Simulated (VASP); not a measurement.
# BaZrO3 (Pm-3m) in VASP: notebook, part 2 of 2

VASP 6.6.1.

## (3) Vibrations by perturbation theory, LDA

This run uses another cell than the first one, of 13.56 Å³/atom.

INCAR

```
SYSTEM = BaZrO3
PREC = Accurate
ENCUT = 520
EDIFF = 1E-8
ISMEAR = 0
SIGMA = 0.01
LREAL = .FALSE.
LASPH = .TRUE.
NELM = 80
ALGO = Normal
ISIF = 2
LWAVE = .FALSE.
LCHARG = .FALSE.
GGA = CA
NBANDS = 28
IBRION = 8
NSW = 1
```

KPOINTS

```
regular mesh
0
G
  4 4 4
  0 0 0
```

POSCAR

```
BaZrO3
1.0
    4.0776548946      0.0000000000      0.0000000000
    0.0000000000      4.0776548946      0.0000000000
    0.0000000000      0.0000000000      4.0776548946
Ba Zr O
1 1 3
Direct
    0.0000000000      0.0000000000      0.0000000000
    0.5000000000      0.5000000000      0.5000000000
    0.0000000000      0.5000000000      0.5000000000
    0.5000000000      0.0000000000      0.5000000000
    0.5000000000      0.5000000000      0.0000000000
```

Potentials or basis: VASP PAW LDA potentials, release 64 (Ba_sv, Zr_sv, O).

Command:

```
$ cat potpaw_LDA.64/Ba_sv/POTCAR potpaw_LDA.64/Zr_sv/POTCAR potpaw_LDA.64/O/POTCAR > POTCAR
$ mpirun -np 1 vasp_std > vasp.out
```

OUTCAR:

```text
SYSTEM = BaZrO3
   PREC = Accurate
   ENCUT = 520
   EDIFF = 1E-8
   ISMEAR = 0
   LREAL = .FALSE.
   LASPH = .TRUE.
   NELM = 80
   ISIF = 2
   GGA = CA
   IBRION = 8
   NSW = 1

 ion  position               nearest neighbor table
   1  0.000  0.000  0.000-   3 2.88   4 2.88   5 2.88   3 2.88   4 2.88   3 2.88   5 2.88   3 2.88
                             4 2.88   5 2.88   4 2.88   5 2.88   2 3.53   2 3.53   2 3.53   2 3.53
   2  0.500  0.500  0.500-   3 2.04   4 2.04   5 2.04   5 2.04   4 2.04   3 2.04   1 3.53   1 3.53
                             1 3.53   1 3.53   1 3.53   1 3.53   1 3.53   1 3.53
   3  0.000  0.500  0.500-   2 2.04   2 2.04   1 2.88   1 2.88   1 2.88   1 2.88
[... 582 lines left out ...]

   1 f  =   18.153619 THz   114.062551 2PiTHz  605.539545 cm-1    75.077301 meV
             X         Y         Z           dx          dy          dz
      0.000000  0.000000  0.000000    -0.000134    0.012218    0.000000
      2.038827  2.038827  2.038827    -0.002474    0.224851    0.000000
      0.000000  2.038827  2.038827     0.010334    0.183435    0.000000
      2.038827  0.000000  2.038827    -0.002018   -0.939082    0.000000
      2.038827  2.038827  0.000000    -0.002018    0.183435    0.000000
[... 105 lines left out ...]
  15 f/i=    0.003617 THz     0.022729 2PiTHz    0.120664 cm-1     0.014960 meV
             X         Y         Z           dx          dy          dz
      0.000000  0.000000  0.000000     0.111622   -0.695262    0.005896
      2.038827  2.038827  2.038827     0.091060   -0.567186    0.004810
      0.000000  2.038827  2.038827     0.038175   -0.237881    0.002017
      2.038827  0.000000  2.038827     0.038191   -0.237784    0.002017
      2.038827  2.038827  0.000000     0.038191   -0.237881    0.002017

--------------------------------------------------------------------------------------------------------

 ELASTIC MODULI CONTR FROM IONIC RELAXATION (kBar)
 Direction    XX          YY          ZZ          XY          YZ          ZX
 --------------------------------------------------------------------------------
 XX           0.0000      0.0000      0.0000      0.0000      0.0000      0.0000
 YY           0.0000      0.0000      0.0000      0.0000      0.0000      0.0000
 ZZ           0.0000      0.0000      0.0000      0.0000      0.0000      0.0000
 XY           0.0000      0.0000      0.0000      0.0000      0.0000      0.0000
 YZ           0.0000      0.0000      0.0000      0.0000      0.0000      0.0000
 ZX           0.0000      0.0000      0.0000      0.0000      0.0000      0.0000
 --------------------------------------------------------------------------------
```

OSZICAR:

```text
N       E                     dE             d eps       ncg     rms          rms(c)
DAV:   1     0.296760002487E+03    0.29676E+03   -0.22147E+04   560   0.142E+03
[... 117 lines left out ...]
RMM:  13    -0.363127697082E+00   -0.78705E-07    0.65619E-07  3346   0.229E-04    0.126E-05
RMM:  14    -0.363127910018E+00   -0.21294E-06    0.37095E-07  3238   0.179E-04    0.100E-05
RMM:  15    -0.363127802573E+00    0.10745E-06    0.21329E-07  3218   0.138E-04    0.106E-05
RMM:  16    -0.363127919069E+00   -0.11650E-06    0.12027E-07  3195   0.115E-04    0.384E-06
RMM:  17    -0.363127990056E+00   -0.70987E-07    0.59967E-08  3320   0.961E-05    0.363E-06
RMM:  18    -0.363127912167E+00    0.77889E-07    0.58922E-08  3184   0.847E-05    0.405E-06
RMM:  19    -0.363127921734E+00   -0.95668E-08   -0.17526E-08  3023   0.747E-05    0.460E-06
 Linear response finished
```

stdout:

```text
POSCAR found type information on POSCAR BaZrO
 POSCAR found :  3 types and       5 ions
 scaLAPACK will be used
 LDA part: xc-table for (Slater(with rela. corr.)+CA(PZ))
 , standard interpolation
 POSCAR, INCAR and KPOINTS ok, starting setup
 FFT: planning ... GRIDC
 FFT: planning ... GRID_SOFT
 FFT: planning ... GRID
 WAVECAR not read
 entering main loop
 Linear response reoptimize wavefunctions to high precision
 Linear response DOF=           4
 Linear response progress:
 first order change of Fermi-energy   0.22361E-03
 force on displaced ion       1 direction 1 :  -5.252  -0.000   0.000
 Linear response progress:
 first order change of Fermi-energy   0.16650E-03
 force on displaced ion       2 direction 1 : -12.415  -0.000  -0.000
 Linear response progress:
 first order change of Fermi-energy  -0.18555E-04
 force on displaced ion       3 direction 1 : -19.083   0.000  -0.000
 Linear response progress:
 first order change of Fermi-energy  -0.10507E-03
 force on displaced ion       3 direction 2 :   0.000  -1.772   0.000
 Linear response finished
```

It took 7.3 min on 1 thread of Intel Xeon 6975P-C (Granite Rapids), shared host; peak memory 0.27 GiB.

What came out:

* Highest phonon frequency at Γ, LO-TO splitting left out: 606 cm⁻¹

Phonon frequencies in cm⁻¹ (negative: imaginary):
| q point | frequencies |
| --- | --- |
| (0.000, 0.000, 0.000) | 0 0 0 121 121 121 144 144 144 174 174 174 606 606 606 |

Caveat: the k points lie up to 0.39 Å⁻¹ apart; the cell stands under pressure or tension, which shifts response properties; spin-orbit coupling is left out, which moves the levels of the heavy elements.

## (4) Vibrations by perturbation theory, LDA

This run uses another cell than the first one, of 13.75 Å³/atom.

INCAR

```
PREC = Accurate ; ENCUT = 520
EDIFF = 1E-8 ; ISMEAR = 0
SIGMA = 0.01 ; LREAL = False
LASPH = True ; NELM = 100
ALGO = Normal ; ISIF = 2
LWAVE = False ; LCHARG = False
NBANDS = 28 ; IBRION = 8
NSW = 1
```

KPOINTS

```
regular mesh
0
Gamma
  4 4 4
```

POSCAR, as its differences from that of step 3:

```diff
@@ -2,5 +2,5 @@
 1.0
-    4.0776548946      0.0000000000      0.0000000000
-    0.0000000000      4.0776548946      0.0000000000
-    0.0000000000      0.0000000000      4.0776548946
+    4.0969601340      0.0000000000      0.0000000000
+    0.0000000000      4.0969601340      0.0000000000
+    0.0000000000      0.0000000000      4.0969601340
 Ba Zr O
```

Potentials or basis: VASP PAW LDA potentials, release 64 (Ba_sv, Zr_sv, O).

Command:

```
$ cat potpaw_LDA.64/Ba_sv/POTCAR potpaw_LDA.64/Zr_sv/POTCAR potpaw_LDA.64/O/POTCAR > POTCAR
$ mpirun -np 1 vasp_std > vasp.out
```

OUTCAR:

```text
PREC = Accurate
   ENCUT = 520
   EDIFF = 1E-8
   ISMEAR = 0
   LREAL = False
   LASPH = True
   NELM = 100
   ISIF = 2
   IBRION = 8
   NSW = 1

 ion  position               nearest neighbor table
   1  0.000  0.000  0.000-   3 2.90   4 2.90   5 2.90   3 2.90   4 2.90   3 2.90   5 2.90   3 2.90
                             4 2.90   5 2.90   4 2.90   5 2.90   2 3.55   2 3.55   2 3.55   2 3.55
   2  0.500  0.500  0.500-   3 2.05   4 2.05   5 2.05   5 2.05   4 2.05   3 2.05   1 3.55   1 3.55
                             1 3.55   1 3.55   1 3.55   1 3.55   1 3.55   1 3.55
   3  0.000  0.500  0.500-   2 2.05   2 2.05   1 2.90   1 2.90   1 2.90   1 2.90
   4  0.500  0.000  0.500-   2 2.05   2 2.05   1 2.90   1 2.90   1 2.90   1 2.90
   5  0.500  0.500  0.000-   2 2.05   2 2.05   1 2.90   1 2.90   1 2.90   1 2.90

  LATTYP: Found a simple cubic cell.
 ALAT       =     4.0969601340

[... 567 lines left out ...]
  4X    -0.195921    0.000000    0.000000   -0.956736    0.000000    0.000000    3.579953    0.000000    0.000000   -1.858508    0.000000    0.000000   -0.568788    0.000000    0.000000
  4Y     0.000000    1.180130    0.000000   -0.000000    9.389310   -0.000000    0.000000    3.577519   -0.000000   -0.000000  -17.724478   -0.000000   -0.000000    3.577519    0.000000
  4Z     0.000000    0.000000   -0.195921    0.000000    0.000000   -0.956736    0.000000    0.000000   -0.568788    0.000000    0.000000   -1.858508    0.000000    0.000000    3.579953
  5X    -0.195921    0.000000    0.000000   -0.956736    0.000000    0.000000    3.579953    0.000000    0.000000   -0.568788    0.000000    0.000000   -1.858508    0.000000    0.000000
  5Y     0.000000   -0.195921    0.000000    0.000000   -0.956736    0.000000    0.000000   -0.568788    0.000000    0.000000    3.579953    0.000000    0.000000   -1.858508    0.000000
  5Z     0.000000    0.000000    1.180130    0.000000    0.000000    9.389310    0.000000    0.000000    3.577519    0.000000    0.000000    3.577519   -0.000000   -0.000000  -17.724478

 Eigenvectors and eigenvalues of the dynamical matrix
 ----------------------------------------------------

   1 f  =   17.525460 THz   110.115713 2PiTHz  584.586424 cm-1    72.479446 meV
             X         Y         Z           dx          dy          dz
      0.000000  0.000000  0.000000    -0.000014    0.014464    0.000000
      2.048480  2.048480  2.048480    -0.000201    0.212258   -0.000000
      0.000000  2.048480  2.048480     0.000888    0.194611    0.000000
      2.048480  0.000000  2.048480    -0.000184   -0.937544    0.000000
      2.048480  2.048480  0.000000    -0.000184    0.194611    0.000000
[... 105 lines left out ...]
  15 f/i=    0.017948 THz     0.112770 2PiTHz    0.598677 cm-1     0.074227 meV
             X         Y         Z           dx          dy          dz
      0.000000  0.000000  0.000000     0.003069    0.049398   -0.700414
      2.048480  2.048480  2.048480     0.002511    0.040413   -0.573017
      0.000000  2.048480  2.048480     0.001057    0.017121   -0.242763
      2.048480  0.000000  2.048480     0.001064    0.017019   -0.242763
      2.048480  2.048480  0.000000     0.001064    0.017121   -0.241319

--------------------------------------------------------------------------------------------------------

 ELASTIC MODULI CONTR FROM IONIC RELAXATION (kBar)
 Direction    XX          YY          ZZ          XY          YZ          ZX
 --------------------------------------------------------------------------------
 XX           0.0000      0.0000      0.0000      0.0000      0.0000      0.0000
 YY           0.0000      0.0000      0.0000      0.0000      0.0000      0.0000
 ZZ           0.0000      0.0000      0.0000      0.0000      0.0000      0.0000
 XY           0.0000      0.0000      0.0000      0.0000      0.0000      0.0000
 YZ           0.0000      0.0000      0.0000      0.0000      0.0000      0.0000
 ZX           0.0000      0.0000      0.0000      0.0000      0.0000      0.0000
 --------------------------------------------------------------------------------
```

Wall time 5.6 min (1 thread of Intel Xeon 6975P-C (Granite Rapids), shared host); peak memory 0.26 GiB.

Results:

* Highest phonon frequency at Γ, LO-TO splitting left out: 585 cm⁻¹

Phonon frequencies in cm⁻¹ (negative: imaginary):
| q point | frequencies |
| --- | --- |
| (0.000, 0.000, 0.000) | -1 -1 -1 116 116 116 148 148 148 178 178 178 585 585 585 |

Caveat: the k points lie up to 0.38 Å⁻¹ apart; the cell stands under pressure or tension, which shifts response properties; spin-orbit coupling is left out, which moves the levels of the heavy elements.
